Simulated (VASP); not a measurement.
Runs of VASP 6.6.1 on BeS. It takes space group F-43m (No. 216, cubic). The conventional cell has a = 4.850 Å, b = 4.850 Å, c = 4.850 Å, α = 90.00°, β = 90.00°, γ = 90.00°. Within 2.8 Å of Be (site symmetry -43m) lie 4 S at 2.10 Å. Within 2.8 Å of S (site symmetry -43m) lie 4 Be at 2.10 Å. 

```csv
k mesh,gap on the mesh (eV),pressure (GPa)
8 × 8 × 8,3.11,-2.0
5 × 5 × 5,3.40,(a)
3 × 3 × 3,3.79,0.2
4 × 4 × 4,3.10,(b)
6 × 6 × 6,3.11,-2.0
10 × 10 × 10,3.11,-2.0
```

Alike in all rows: task single point; level PBE+D3(BJ); potentials or basis VASP PAW PBE potentials, release 64 (Be, S); no spin polarisation; cell as given; cutoff (eV) 520; smearing gaussian 0.01 eV.

Problem. Estimate the missing entries.

Solution. (a) -1.9; (b) -1.5.

Caveats: some runs use coarse meshes; three body term missing.

A k mesh can miss the band edges.
